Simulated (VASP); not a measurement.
ScAl3, 4 atoms in the cell. It takes space group Pm-3m (No. 221, cubic). The conventional cell has a = 4.049 Å, b = 4.049 Å, c = 4.049 Å, α = 90.00°, β = 90.00°, γ = 90.00°. Within 3.8 Å of Sc (site symmetry m-3m) lie 12 Al at 2.86 Å. Within 3.8 Å of Al (site symmetry 4/mmm) lie 4 Sc at 2.86 Å and 8 Al at 2.86 Å.  This cell differs from its parent crystal: volume scaled by 0.960.

| Item | Value |
| --- | --- |
| Program | VASP 6.6.1 |
| Task | single point |
| Functional | PBE |
| Potentials or basis | VASP PAW PBE potentials, release 64 (Sc_sv, Al) |
| Cutoff | 500 eV |
| k mesh | 10 × 10 × 10 |
| Occupations | gaussian, width 0.05 eV |
| Spin | no spin polarisation |
| Dipole correction | no |
| Further INCAR settings | ALGO = Normal; EDIFF = 1e-06; NBANDS = 18 |

Potentials or basis: VASP PAW PBE potentials, release 64 (Sc_sv, Al).

The run is started by

```sh
$ cat potpaw_PBE.64/Sc_sv/POTCAR potpaw_PBE.64/Al/POTCAR > POTCAR
$ mpirun -np 1 vasp_std > vasp.out
```

Hardware: 1 thread of Intel Xeon 6975P-C (shared host).

Estimate the wall time of this run.

Wall time 50 s on 1 thread of Intel Xeon 6975P-C, with other jobs on the host, peak memory 0.21 GiB. Counts: scf iterations 13, k points 56.
